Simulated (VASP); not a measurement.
Crystal: ZnS (Wurtzite-2H).

```
Zn S
1.0
     3.81100    0.00000    0.00000
    -1.90550    3.30042    0.00000
     0.00000    0.00000    6.23400
Zn S
2 2
Direct
  0.33333 0.66667 0.00000
  0.66667 0.33333 0.50000
  0.33333 0.66667 0.38500
  0.66667 0.33333 0.88500
```

| Property | Result |
| --- | --- |
| Program | VASP 6.6.1 |
| Task | relaxation of cell and atoms |
| Functional | PBEsol |
| Potentials or basis | VASP PAW PBE potentials, release 64 (Zn, S) |
| Cutoff | 600 eV |
| k mesh | 6 × 6 × 4 |
| Occupations | methfessel-paxton, width 0.01 eV |
| Spin | no spin polarisation |

At the start: pressure -1.1 GPa; volume 19.60 Å³/atom.

Q: Where does the relaxation end?

A: Over 11 steps the energy falls by 6.5 meV/atom and the volume is 19.27 Å³/atom (-1.7 %); space group P6_3mc (No. 186, to 0.05 Å).

Step by step:
```csv
step,energy change (eV),largest force (eV/Å),pressure (GPa),volume (Å³)
1,0.0000,0.3096,-1.08,78.41
2,-0.0201,0.1180,0.23,76.92
3,-0.0202,0.0979,0.31,76.79
4,-0.0233,0.0475,0.04,77.07
5,-0.0245,0.0029,-0.21,77.30
6,-0.0247,0.0164,-0.26,77.40
7,-0.0259,0.0099,0.04,77.11
8,-0.0259,0.0071,-0.08,77.14
9,-0.0259,0.0076,-0.03,77.14
10,-0.0259,0.0004,0.07,77.08
11,-0.0259,0.0025,0.02,77.10
```

Final structure:
```
Zn S
1.0
     3.78574    0.00000    0.00000
    -1.89287    3.27854    0.00000
     0.00000    0.00000    6.21147
Zn S
2 2
Direct
  0.33333 0.66667 0.00537
  0.66667 0.33333 0.50537
  0.33333 0.66667 0.37963
  0.66667 0.33333 0.87963
```

Caveat: the PAW data sets were made with another functional, which shifts forces and pressure a little.
